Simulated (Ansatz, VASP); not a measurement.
# Two plane-wave programs on BN

File INCAR:

```
SYSTEM = BN
ALGO = Normal
EDIFF = 1E-6
ENCUT = 520
GGA = PE
ISIF = 2
ISMEAR = 0
IVDW = 12
LASPH = .TRUE.
LCHARG = .TRUE.
LELF = .TRUE.
LREAL = .FALSE.
LVHAR = .TRUE.
LWAVE = .FALSE.
NBANDS = 26
NELM = 80
PREC = Accurate
SIGMA = 0.05
```

KPOINTS

```
k-points
0
G
  10 10 2
  0 0 0
```

Contents of POSCAR:

```
BN
1.0
   -2.5064381127      0.0000000000      0.0000000000
   -1.2532190563     -2.1706390786      0.0000000000
   -1.5666491423     -0.9045053041     13.2336949040
B N
4 4
Direct
   -0.0312791667     -0.0312791667      0.8750000000
    0.1770708333      0.1770708333      0.3750000000
    0.6145791667      0.6145791667      0.1250000000
    0.4062291667      0.4062291667      0.6250000000
    0.2812458333      0.2812458333      0.1250000000
    0.0728958333      0.0728958333      0.6250000000
    0.3020541667      0.3020541667      0.8750000000
    0.5104041667      0.5104041667      0.3750000000
```

Input for Ansatz:

```yaml
crystal:
  lattice:
    - [-2.5064381127, 0.0, 0.0]
    - [-1.2532190563, -2.1706390786, 0.0]
    - [-1.5666491423, -0.9045053041, 13.233694904]
  atoms:
    - { symbol: B, position: [-0.0312791667, -0.0312791667, 0.875] }
    - { symbol: B, position: [0.1770708333, 0.1770708333, 0.375] }
    - { symbol: B, position: [0.6145791667, 0.6145791667, 0.125] }
    - { symbol: B, position: [0.4062291667, 0.4062291667, 0.625] }
    - { symbol: "N", position: [0.2812458333, 0.2812458333, 0.125] }
    - { symbol: "N", position: [0.0728958333, 0.0728958333, 0.625] }
    - { symbol: "N", position: [0.3020541667, 0.3020541667, 0.875] }
    - { symbol: "N", position: [0.5104041667, 0.5104041667, 0.375] }
basis:
  ecutwfc: 420
kpoints:
  mp_grid: { grid: [10, 10, 2] }
hamiltonian:
  xc: pbe
  dispersion: d3bj
scf:
  occupations: { method: gaussian, width: 0.05 }
output:
  forces: true
  stress: true
  eigenvalues: true
```

Alike in both runs: task single point; functional PBE; dispersion D3(BJ); k mesh 10 × 10 × 2; occupations gaussian, width 0.05 eV; no spin polarisation.

|  | VASP | Ansatz |
| --- | --- | --- |
| version | VASP 6.6.1 | Ansatz 0.2.0 |
| potentials or method | VASP PAW PBE potentials, release 64 (B, N), cutoff 520 eV | scalar-relativistic, plane waves, PAW |
| valence electrons in the cell | 32 | 32 |

|  | VASP | Ansatz | Ansatz less VASP |
| --- | --- | --- | --- |
| gap on the k mesh at the Fermi level (eV) | 3.91 | 3.92 | +0.007 |
| least direct gap on the mesh (eV) | 4.30 | 4.30 | +0.003 |
| pressure (GPa) | 0.1 | 0.1 | -0.08 |
| traceless stress, the component that is largest in VASP (GPa) | 0.32 | 0.52 | +0.196 |
| rms of the force components (eV/Å) | 0.020 | 0.020 | 0.0000 |

Atom by atom the forces differ by 0.000 eV/Å (rms over components).
